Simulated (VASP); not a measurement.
# Sn (I4_1/amd) in VASP: notebook, part 3 of 3

VASP 6.6.1. The steps go on from the part before.

### 4 Electric field gradients, PBE (zz strain of +3 %)

Input file INCAR:

```
SYSTEM = Sn
PREC = Accurate
ENCUT = 400
EDIFF = 1E-8
ISMEAR = -1
SIGMA = 0.05
LREAL = .FALSE.
LASPH = .TRUE.
NELM = 120
ALGO = Normal
ISIF = 2
LWAVE = .FALSE.
LCHARG = .FALSE.
GGA = PE
LEFG = .TRUE.
NBANDS = 21
GGA_COMPAT = .FALSE.
```

Input file KPOINTS:

```
Automatic mesh
0
G
  15 15 15
  0 0 0
```

Input file POSCAR:

```
Sn
1.0
   -2.9158500000      2.9158500000      1.6383695000
    2.9158500000     -2.9158500000      1.6383695000
    2.9158500000      2.9158500000     -1.6383695000
Sn
2
Direct
    0.0000000000      0.0000000000      0.0000000000
    0.7500000000      0.2500000000      0.5000000000
```

Potentials or basis: VASP PAW PBE potentials, release 64 (Sn_d).

Launch:

```console
cat potpaw_PBE.64/Sn_d/POTCAR > POTCAR
mpirun -np 1 vasp_std > vasp.out
```

OUTCAR:

```text
SYSTEM = Sn
   PREC = Accurate
   ENCUT = 400
   EDIFF = 1E-8
   ISMEAR = -1
   LREAL = .FALSE.
   LASPH = .TRUE.
   NELM = 120
   ISIF = 2
   GGA = PE

 ion  position               nearest neighbor table
   1  0.000  0.000  0.000-   2 3.03   2 3.03   2 3.03   2 3.03
   2  0.750  0.250  0.500-   1 3.03   1 3.03   1 3.03   1 3.03

  LATTYP: Found a body centered tetragonal cell.
 ALAT       =     5.8317000000
 C/A-ratio  =     0.5618840132

  Lattice vectors:

 A1 = (  -2.9158500000,   2.9158500000,   1.6383695000)
 A2 = (   2.9158500000,  -2.9158500000,   1.6383695000)
 A3 = (   2.9158500000,   2.9158500000,  -1.6383695000)

Analysis of symmetry for initial positions (statically):
=====================================================================
 Subroutine PRICEL returns:
 Original cell was already a primitive cell.

 Routine SETGRP: Setting up the symmetry group for a
 body centered tetragonal supercell.

 Subroutine GETGRP returns: Found 16 space group operations
 (whereof  8 operations were pure point group operations)
 out of a pool of 16 trial point group operations.

The static configuration has the point symmetry D_2d.
 The point group associated with its full space group is D_4h.

Analysis of symmetry for dynamics (positions and initial velocities):
=====================================================================
 Subroutine PRICEL returns:
 Original cell was already a primitive cell.

 Routine SETGRP: Setting up the symmetry group for a
 body centered tetragonal supercell.

 Subroutine GETGRP returns: Found 16 space group operations
 (whereof  8 operations were pure point group operations)
 out of a pool of 16 trial point group operations.

The dynamic configuration has the point symmetry D_2d.
 The point group associated with its full space group is D_4h.

 Subroutine INISYM returns: Found 16 space group operations
 (whereof  8 operations are pure point group operations),
 and found     1 'primitive' translations

----------------------------------------------------------------------------------------

                                     Primitive cell

  volume of cell :      55.7189

  direct lattice vectors                    reciprocal lattice vectors
    -2.915850000  2.915850000  1.638369500     0.000000000  0.171476585  0.305181462
     2.915850000 -2.915850000  1.638369500     0.171476585  0.000000000  0.305181462
     2.915850000  2.915850000 -1.638369500     0.171476585  0.171476585  0.000000000

  length of vectors
     4.437185714  4.437185714  4.437185714     0.350057058  0.350057058  0.242504512

  position of ions in fractional coordinates (direct lattice)
     0.000000000  0.000000000  0.000000000
     0.750000000  0.250000000  0.500000000

  ion indices of the primitive-cell ions
   primitive index   ion index
                 1           1
                 2           2

----------------------------------------------------------------------------------------

 KPOINTS: Automatic mesh

Automatic generation of k-mesh.
[... 72 lines left out ...]
   ISIF   =      2    stress and relaxation
   ISYM   =      2    0-nonsym 1-usesym 2-fastsym
   POTIM  = 0.5000    time-step for ionic-motion
   TEBEG  =    0.0;   TEEND  =   0.0 temperature during run
   PSTRESS=    0.0 pullay stress
   NELECT =      28.0000    total number of electrons
   NUPDOWN=      -1.0000    fix difference up-down
   EMIN   =  10.00;   EMAX   =-10.00  energy-range for DOS
   EFERMI =   0.00;   METHOD = LEGACY
   ISMEAR =    -1;   SIGMA  =   0.05  broadening in eV -4-tet -1-fermi 0-gaus
   EFERMI_NEDOS =   21; number of points for ismear=-14 and -15
   IALGO  =     38    algorithm
   IMIX   =      4    mixing-type and parameters
     AMIX     =   0.40;   BMIX     =  1.00
     AMIX_MAG =   1.60;   BMIX_MAG =  1.00
  volume/ion in A,a.u.               =      27.86       188.00
  Fermi-wavevector in a.u.,A,eV,Ry     =   1.301548  2.459569 23.048631  1.694027
  Thomas-Fermi vector in A             =   2.432674
   LORBIT       =      0    0 simple, 1 ext, 2 COOP (PROOUT), +10 PAW based schemes
   GGA     = PE    functional components
   LHFCALC =     F    Hartree Fock is set to
   AEXX    =    0.0000 exact exchange contribution
   IVDW    =     0    specifies the selected vdW correction
   LEPSILON=     F    determine dielectric tensor
   LRPA    =     F    only Hartree local field effects (RPA)
 non-spin polarized calculation
  energy-cutoff  :      400.00
  volume of cell :       55.72
 maximum number of plane-waves:      1032
 NGX is ok and might be reduce to    30
   NGX = 15   NGY = 15   NGZ = 15

 number of electron      27.9999980 magnetization

 Free energy of the ion-electron system (eV)
  ---------------------------------------------------
  ext. energy  EPLUGINS =         0.00000000
  ---------------------------------------------------
  free energy    TOTEN  =        -7.59961263 eV

  energy without entropy =       -7.59115186  energy(sigma->0) =       -7.59538225

 E-fermi :   7.6417     XC(G=0): -10.1817

 val. band max:        7.6358906172   @ k =  -0.4000   0.4000   0.1333
 cond. band min:       7.6519846210   @ k =   0.4000   0.3333   0.0667
 fundamental gap:      0.0160940038
 Fermi energy:         7.6416835545

 k-point     1 :       0.0000    0.0000    0.0000
  band No.  band energies     occupation
      1     -13.9787      2.00000
      2     -13.8721      2.00000
      3     -13.8551      2.00000
      4     -13.8190      2.00000
      5     -13.7128      2.00000
      6     -13.7128      2.00000
[... 565 lines left out ...]
     20      14.8736      0.00000
     21      15.8079      0.00000

 [... further k-points ...]

------------------------ aborting loop because EDIFF is reached ----------------------------------------

  FORCE on cell =-STRESS in cart. coord.  units (eV):
  Direction    XX          YY          ZZ          XY          YZ          ZX
  --------------------------------------------------------------------------------------
  -------------------------------------------------------------------------------------
  Total        0.6089115      0.6089115     -0.1480681      0.0000000      0.0000000      0.0000000
  in kB       17.5090488     17.5090488     -4.2576495      0.0000000      0.0000000      0.0000000
  external PRESSURE =      10.2534827 kB  Pullay stress =       0.0000000 kB

 VOLUME and BASIS-vectors are now :
 -----------------------------------------------------------------------------
  energy-cutoff  :      400.00
  volume of cell :       55.72
      direct lattice vectors                 reciprocal lattice vectors
    -2.915850000  2.915850000  1.638369500     0.000000000  0.171476585  0.305181462
     2.915850000 -2.915850000  1.638369500     0.171476585  0.000000000  0.305181462
     2.915850000  2.915850000 -1.638369500     0.171476585  0.171476585  0.000000000

 POSITION                                       TOTAL-FORCE (eV/Angst)
 -----------------------------------------------------------------------------------
      0.00000      0.00000      0.00000        -0.000000     -0.000000     -0.000000
     -0.00000      2.91585      0.81918         0.000000      0.000000      0.000000
 -----------------------------------------------------------------------------------
    total drift:                                0.000000     -0.000000      0.000000

  FREE ENERGIE OF THE ION-ELECTRON SYSTEM (eV)
  ---------------------------------------------------
  free  energy   TOTEN  =        -7.5996126335 eV

  energy  without entropy=       -7.5911518569  energy(sigma->0) =       -7.59538225

 Electric field gradients (V/A^2)
---------------------------------------------------------------------
 ion       V_xx      V_yy      V_zz      V_xy      V_xz      V_yz
---------------------------------------------------------------------
   1     -27.667   -27.667    55.334    -0.003    -0.002    -0.002
   2     -27.667   -27.667    55.334    -0.003    -0.002    -0.002
---------------------------------------------------------------------

 Electric field gradients after diagonalization (V/A^2)
 (convention: |V_zz| > |V_xx| > |V_yy|)
----------------------------------------------------------------------
 ion       V_xx      V_yy      V_zz     asymmetry (V_yy - V_xx)/ V_zz
----------------------------------------------------------------------
   1     -27.670   -27.664    55.334       0.000
   2     -27.670   -27.664    55.334       0.000
----------------------------------------------------------------------

           NMR quadrupolar parameters

 Cq : quadrupolar parameter    Cq=e*Q*V_zz/h
 eta: asymmetry parameters     (V_yy - V_xx)/ V_zz
 Q  : nuclear electric quadrupole moment in mb (millibarn)
----------------------------------------------------------------------
 ion       Cq(MHz)       eta       Q (mb)
----------------------------------------------------------------------
   1       0.134       0.000       1.000
   2       0.134       0.000       1.000
----------------------------------------------------------------------
```

Run time: 3.2 min. Hardware: 1 thread of Oxide Virtual Turin-like, shared host; peak memory 0.26 GiB.

What came out:

```
Free energy                             : -7.5996 eV
Pressure                                : 1.0 GPa
Band gap on the k mesh                  : zero (bands 14 and 15 overlap by 4.34 eV)
Largest electric field gradient by atom : Sn +55.3 V/Å²
```

Electric field gradients, principal values (V/Å²):
| atom | least | middle | greatest (by size) |
| --- | --- | --- | --- |
| 1 Sn | -27.664 | -27.670 | 55.334 |
| 2 Sn | -27.664 | -27.670 | 55.334 |

Caveat: the cell differs from its parent crystal (zz strain of +3 %); without QUAD_EFG the Cq values of the log hold for a quadrupole moment of 1 mb, not for the nuclei; spin-orbit coupling is left out, which moves the levels of the heavy elements.

### 5 Summary

```tsv
cell	gap on the mesh (eV)	pressure (GPa)
a = 4.381 Å, angles 97.6, 97.6, 137.4°, 2 atoms	none	3.9
a = 4.497 Å, angles 97.2, 97.2, 138.6°, 2 atoms	none	0.4
a = 4.437 Å, angles 97.8, 97.8, 136.7°, 2 atoms	none	1.0
```

Alike in all rows: task electric field gradients; level PBE; potentials or basis VASP PAW PBE potentials, release 64 (Sn_d); no spin polarisation; k mesh 15 × 15 × 15; cutoff (eV) 400; smearing fermi-dirac 0.05 eV.

Caveats: spin-orbit coupling is left out, which moves the levels of the heavy elements; the cell stands under pressure (at least some runs).

Absolute energies hang on the potentials; compare differences alone.

The gap in the log of VASP goes by the Fermi energy; the results here count the filled bands.